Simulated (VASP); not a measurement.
A run of VASP 6.6.1 is set up as follows.

Contents of INCAR:

```
ALGO     = Normal         # electronic algorithm
EDIFF    = 1E-6           # SCF threshold, eV
ENCUT    = 520            # plane-wave cutoff, eV
GGA      = PE             # functional
ISIF     = 2              # what is computed and relaxed
ISMEAR   = -1             # smearing method
LASPH    = True           # aspherical terms in the spheres
LCHARG   = False          # write CHGCAR
LREAL    = False          # projectors in reciprocal space
LWAVE    = False          # write WAVECAR
NBANDS   = 12             # bands
NELM     = 60             # most SCF steps
PREC     = Accurate       # precision mode
SIGMA    = 0.6            # smearing width, eV
```

The input KPOINTS:

```
k-points
0
Gamma
  15 15 15
```

The input POSCAR:

```
Cu
1.0
    0.0000000000      1.8145751207      1.8145751207
    1.8145751207      0.0000000000      1.8145751207
    1.8145751207      1.8145751207      0.0000000000
Cu
1
Direct
    0.0000000000      0.0000000000      0.0000000000
```

Potentials or basis: VASP PAW PBE potentials, release 64 (Cu).

The run is started by

```console
$ cat potpaw_PBE.64/Cu/POTCAR > POTCAR
$ mpirun -np 1 vasp_std > vasp.out
```

Task: Predict the pressure.

Result: 3.9 GPa.
